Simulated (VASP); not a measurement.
# C in VASP: a series of runs, part 3 of 3

VASP 6.6.1. Earlier steps stand in the parts before.

### 5 Single point, r2SCAN

This run uses another cell than the first one, of 7.04 Å³/atom.

The input, POSCAR:

```
C
1.0
    1.2099583246     -2.0887501468      0.0000000000
    1.2099583246      2.0887501468      0.0000000000
    0.0000000000      0.0000000000      5.5708717915
C
4
Direct
    0.0833138896      0.9166861104      0.7499900905
    0.5833138896      0.4166861104      0.2500099095
    0.9166861104      0.0833138896      0.2500099095
    0.4166861104      0.5833138896      0.7499900905
```

The input, INCAR.step1:

```
ALGO = Normal ; EDIFF = 1E-4
ENCUT = 520 ; GGA = PE
ISMEAR = 0 ; LASPH = T
LCHARG = F ; LREAL = F
LWAVE = T ; NBANDS = 16
NELM = 60 ; PREC = Accurate
SIGMA = 0.1
```

The input, INCAR.step2:

```
ALGO = Normal ; EDIFF = 1E-6
ENCUT = 520 ; ISIF = 2
ISMEAR = 0 ; ISTART = 1
LASPH = T ; LCHARG = F
LMIXTAU = T ; LREAL = F
LWAVE = F ; METAGGA = R2SCAN
NBANDS = 16 ; NELM = 60
PREC = Accurate ; SIGMA = 0.1
```

The input, KPOINTS:

```
k-points
0
Gamma
  20 20 8
```

Potentials or basis: VASP PAW PBE potentials, release 64 (C).

Launch:

```sh
> cat potpaw_PBE.64/C/POTCAR > POTCAR
> cp INCAR.step1 INCAR
> mpirun -np 1 vasp_std > vasp.out
> cp INCAR.step2 INCAR
> mpirun -np 1 vasp_std > vasp.out
```

OUTCAR:

```text
EDIFF = 1E-6
   ENCUT = 520
   ISIF = 2
   ISMEAR = 0
   ISTART = 1
   LASPH = T
   LREAL = F
   METAGGA = R2SCAN
   NELM = 60
   PREC = Accurate

 ion  position               nearest neighbor table
   1  0.083  0.917  0.750-   4 1.39   4 1.40   4 1.40
   2  0.583  0.417  0.250-   3 1.39   3 1.40   3 1.40
   3  0.917  0.083  0.250-   2 1.39   2 1.40   2 1.40
   4  0.417  0.583  0.750-   1 1.39   1 1.40   1 1.40

  LATTYP: Found a base centered orthorhombic cell.
[... 658 lines left out ...]
  FORCE on cell =-STRESS in cart. coord.  units (eV):
  Direction    XX          YY          ZZ          XY          YZ          ZX
  --------------------------------------------------------------------------------------
  -------------------------------------------------------------------------------------
  Total        4.6275372      4.6317234      4.3614613      0.0000000      0.0000000      0.0000000
  in kB      263.2997447    263.5379337    248.1604325      0.0000000      0.0000000      0.0000000
  external PRESSURE =     258.3327036 kB  Pullay stress =       0.0000000 kB

 VOLUME and BASIS-vectors are now :
 -----------------------------------------------------------------------------
  energy-cutoff  :      520.00
  volume of cell :       28.16
      direct lattice vectors                 reciprocal lattice vectors
     1.209958325 -2.088750147  0.000000000     0.413237373 -0.239377601  0.000000000
     1.209958325  2.088750147  0.000000000     0.413237373  0.239377601  0.000000000
     0.000000000  0.000000000  5.570871792     0.000000000  0.000000000  0.179505118

 POSITION                                       TOTAL-FORCE (eV/Angst)
 -----------------------------------------------------------------------------------
      1.20996      1.74071      4.17810         0.000000      0.001423      0.000287
      1.20996     -0.34804      1.39277         0.000000      0.001423     -0.000287
      1.20996     -1.74071      1.39277         0.000000     -0.001423     -0.000287
      1.20996      0.34804      4.17810         0.000000     -0.001423      0.000287
 -----------------------------------------------------------------------------------
    total drift:                                0.000000     -0.000000     -0.000000

  FREE ENERGIE OF THE ION-ELECTRON SYSTEM (eV)
  ---------------------------------------------------
  free  energy   TOTEN  =       -39.2890131136 eV

  energy  without entropy=      -39.2885045924  energy(sigma->0) =      -39.28875885
```

OUTCAR.step1:

```text
EDIFF = 1E-4
   ENCUT = 520
   GGA = PE
   ISMEAR = 0
[... 689 lines left out ...]
      1.20996      1.74071      4.17810         0.000000      0.015477      0.000266
      1.20996     -0.34804      1.39277         0.000000      0.015477     -0.000266
      1.20996     -1.74071      1.39277         0.000000     -0.015477     -0.000266
      1.20996      0.34804      4.17810         0.000000     -0.015477      0.000266
 -----------------------------------------------------------------------------------
    total drift:                                0.000000     -0.000000     -0.000000

  FREE ENERGIE OF THE ION-ELECTRON SYSTEM (eV)
  ---------------------------------------------------
  free  energy   TOTEN  =       -36.2932952908 eV

  energy  without entropy=      -36.2927500281  energy(sigma->0) =      -36.29302266
```

OSZICAR.step1:

```text
N       E                     dE             d eps       ncg     rms          rms(c)
DAV:   1     0.268205506900E+02    0.26821E+02   -0.81697E+03 17784   0.947E+02
DAV:   2    -0.368391119750E+02   -0.63660E+02   -0.58129E+02 24824   0.192E+02
DAV:   3    -0.389087769485E+02   -0.20697E+01   -0.20630E+01 23064   0.308E+01
DAV:   4    -0.389212918511E+02   -0.12515E-01   -0.12510E-01 22488   0.289E+00
DAV:   5    -0.389214360338E+02   -0.14418E-03   -0.14417E-03 22448   0.293E-01    0.964E+00
DAV:   6    -0.369066971613E+02    0.20147E+01   -0.13434E+00 22352   0.759E+00    0.561E+00
DAV:   7    -0.362853978159E+02    0.62130E+00   -0.15061E+00 22720   0.830E+00    0.164E+00
DAV:   8    -0.362939957587E+02   -0.85979E-02   -0.83486E-02 21912   0.172E+00    0.375E-01
DAV:   9    -0.362931610520E+02    0.83471E-03   -0.13393E-03 22336   0.276E-01    0.711E-02
DAV:  10    -0.362933101181E+02   -0.14907E-03   -0.35309E-04 20440   0.134E-01    0.608E-02
DAV:  11    -0.362932952908E+02    0.14827E-04   -0.25109E-05 11992   0.350E-02
   1 F= -.36293295E+02 E0= -.36293023E+02  d E =-.545263E-03
```

Wall time 12 min (1 thread of Intel Xeon 8259CL, shared host); peak memory 0.28 GiB.

What came out:

- Free energy: -39.2890 eV
- Pressure: 25.8 GPa
- Band gap on the k mesh: zero (bands 8 and 9 overlap by 0.75 eV)

Caveat: the cell stands under pressure; the PAW data sets were made with another functional, which shifts forces and pressure a little.

### 6 Single point, r2SCAN

This run uses another cell than the first one, of 7.67 Å³/atom.

The input, POSCAR:

```
C
1.0
    1.2180693199     -2.1064691440      0.0000000000
    1.2180693199      2.1064691440      0.0000000000
    0.0000000000      0.0000000000      5.9761981630
C
4
Direct
    0.0832735966      0.9167264034      0.7500497087
    0.5832735966      0.4167264034      0.2499502913
    0.9167264034      0.0832735966      0.2499502913
    0.4167264034      0.5832735966      0.7500497087
```

The input, INCAR.step1:

```
PREC = Accurate
ENCUT = 520
ISMEAR = 0
SIGMA = 0.1
LREAL = False
LASPH = True
NELM = 80
NBANDS = 16
GGA = PE
ALGO = Normal
EDIFF = 1E-4
LWAVE = True
LCHARG = False
```

The input, INCAR.step2:

```
PREC = Accurate
ENCUT = 520
EDIFF = 1E-7
ISMEAR = 0
SIGMA = 0.1
LREAL = False
LASPH = True
NELM = 80
ALGO = Normal
ISIF = 2
LWAVE = False
LCHARG = False
METAGGA = R2SCAN
LMIXTAU = True
NBANDS = 16
ISTART = 1
```

The input, KPOINTS:

```
Automatic mesh
0
Gamma
  20 20 8
```

Potentials or basis: VASP PAW PBE potentials, release 64 (C).

Launch:

```sh
> cat potpaw_PBE.64/C/POTCAR > POTCAR
> cp INCAR.step1 INCAR
> mpirun -np 1 vasp_std > vasp.out
> cp INCAR.step2 INCAR
> mpirun -np 1 vasp_std > vasp.out
```

OUTCAR:

```text
PREC = Accurate
   ENCUT = 520
   EDIFF = 1E-7
   ISMEAR = 0
   LREAL = False
   LASPH = True
   NELM = 80
   ISIF = 2
   METAGGA = R2SCAN
   ISTART = 1

 ion  position               nearest neighbor table
   1  0.083  0.917  0.750-   4 1.40   4 1.41   4 1.41
   2  0.583  0.417  0.250-   3 1.40   3 1.41   3 1.41
   3  0.917  0.083  0.250-   2 1.40   2 1.41   2 1.41
   4  0.417  0.583  0.750-   1 1.40   1 1.41   1 1.41

  LATTYP: Found a base centered orthorhombic cell.
[... 656 lines left out ...]

  FORCE on cell =-STRESS in cart. coord.  units (eV):
  Direction    XX          YY          ZZ          XY          YZ          ZX
  --------------------------------------------------------------------------------------
  -------------------------------------------------------------------------------------
  Total        2.5318492      2.5449365      2.2579835      0.0000000     -0.0000000      0.0000000
  in kB      132.2715124    132.9552337    117.9639361      0.0000000     -0.0000000      0.0000000
  external PRESSURE =     127.7302274 kB  Pullay stress =       0.0000000 kB

 VOLUME and BASIS-vectors are now :
 -----------------------------------------------------------------------------
  energy-cutoff  :      520.00
  volume of cell :       30.67
      direct lattice vectors                 reciprocal lattice vectors
     1.218069320 -2.106469144  0.000000000     0.410485669 -0.237364028  0.000000000
     1.218069320  2.106469144  0.000000000     0.410485669  0.237364028  0.000000000
     0.000000000  0.000000000  5.976198163     0.000000000  0.000000000  0.167330462

 POSITION                                       TOTAL-FORCE (eV/Angst)
 -----------------------------------------------------------------------------------
      1.21807      1.75564      4.48245         0.000000     -0.000505     -0.000866
      1.21807     -0.35083      1.49375         0.000000     -0.000505      0.000866
      1.21807     -1.75564      1.49375         0.000000      0.000505      0.000866
      1.21807      0.35083      4.48245         0.000000      0.000505     -0.000866
 -----------------------------------------------------------------------------------
    total drift:                                0.000000      0.000000      0.000000

  FREE ENERGIE OF THE ION-ELECTRON SYSTEM (eV)
  ---------------------------------------------------
  free  energy   TOTEN  =       -39.5731281020 eV

  energy  without entropy=      -39.5728156447  energy(sigma->0) =      -39.57297187
```

It took 16 min on 1 thread of Intel Xeon 8259CL, shared host; peak memory 0.3 GiB.

Results:

- Free energy: -39.5731 eV
- Pressure: 12.8 GPa
- Band gap on the k mesh: zero (bands 8 and 9 overlap by 0.31 eV)

Stress tensor (GPa, compression positive):
```
13.23  0.00  0.00
 0.00 13.30  0.00
 0.00  0.00 11.80
```

Caveat: the cell stands under pressure; the PAW data sets were made with another functional, which shifts forces and pressure a little.

### 7 The runs side by side

```csv
cell,k mesh,smearing,gap on the mesh (eV),pressure (GPa)
"a = 2.456, b = 2.456, c = 7.117 Å, angles 90.0, 90.0, 120.0°, 4 atoms, atomic positions A",18 × 18 × 6,fermi-dirac 0.15 eV,-,0.6
"a = 2.456, b = 4.253, c = 7.329 Å, 8 atoms, atomic positions B",14 × 8 × 6,gaussian 0.1 eV,-,0.5
"a = 2.384, b = 2.384, c = 5.132 Å, angles 90.0, 90.0, 119.7°, 4 atoms, atomic positions A",20 × 20 × 8,gaussian 0.1 eV,none,51.0
"a = 2.414, b = 2.414, c = 5.571 Å, angles 90.0, 90.0, 119.8°, 4 atoms, atomic positions A",20 × 20 × 8,gaussian 0.1 eV,none,25.8
"a = 2.433, b = 2.433, c = 5.976 Å, angles 90.0, 90.0, 119.9°, 4 atoms, atomic positions A",20 × 20 × 8,gaussian 0.1 eV,none,12.8
```

Alike in all rows: task single point; level r2SCAN; potentials or basis VASP PAW PBE potentials, release 64 (C); no spin polarisation; cutoff (eV) 520.

Caveats: the PAW data sets were made with another functional, which shifts forces and pressure a little; the cell stands under pressure (at least some runs).

Total energies depend on the potentials used, so only differences within one code and one set of settings carry meaning.
